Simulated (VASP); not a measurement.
**ZnSe: single point with PBE**

ZnSe:

```
Zn Se
1.0
     5.73176   -5.73176    5.73176
    -5.73176    5.73176    5.73176
    -5.73176   -5.73176   -5.73176
Zn Se
16 16
Direct
  0.25000 0.75000 0.00000
  0.50000 0.75000 0.75000
  0.75000 0.75000 0.50000
  0.00000 0.00000 0.00000
  0.25000 0.00000 0.75000
  0.00000 0.75000 0.25000
  0.75000 0.25000 0.00000
  0.50000 0.00000 0.50000
  0.75000 0.00000 0.25000
  0.00000 0.25000 0.75000
  0.50000 0.50000 0.00000
  0.25000 0.25000 0.50000
  0.75000 0.50000 0.75000
  0.50000 0.25000 0.25000
  0.00000 0.50000 0.50000
  0.25000 0.50000 0.25000
  0.25000 0.00000 0.00000
  0.50000 0.00000 0.75000
  0.75000 0.00000 0.50000
  0.00000 0.25000 0.00000
  0.25000 0.25000 0.75000
  0.00000 0.00000 0.25000
  0.75000 0.50000 0.00000
  0.50000 0.25000 0.50000
  0.75000 0.25000 0.25000
  0.00000 0.50000 0.75000
  0.50000 0.75000 0.00000
  0.25000 0.50000 0.50000
  0.75000 0.75000 0.75000
  0.50000 0.50000 0.25000
  0.00000 0.75000 0.50000
  0.25000 0.75000 0.25000
```

```
Program                : VASP 6.6.1
Task                   : single point
Functional             : PBE
Potentials or basis    : VASP PAW PBE potentials, release 64 (Zn, Se)
Cutoff                 : 520 eV
k mesh                 : 2 × 2 × 2, shifted
Occupations            : gaussian, width 0.02 eV
Spin                   : no spin polarisation
Dipole correction      : no
Further INCAR settings : LREAL = Auto; ALGO = Normal; EDIFF = 1e-07; NBANDS = 166
```

```
Pressure               : 0.3 GPa
Band gap on the k mesh : 2.98 eV
```

Levels at points of the mesh, in eV from the valence-band top:
| k point | band 142 | band 143 | band 144 | band 145 | band 146 | band 147 |
| --- | --- | --- | --- | --- | --- | --- |
| (0.25, 0.25, 0.25) | -0.05 | -0.05 | -0.05 | 3.06 | 3.06 | 3.06 |

It took 10 min on 1 thread of AMD EPYC 7R43 64-Core Processor (Zen 3) (shared host), peak memory 0.98 GiB.

A k mesh can miss the band edges. A hybrid or GW would open this gap; PBE tends to underestimate it.
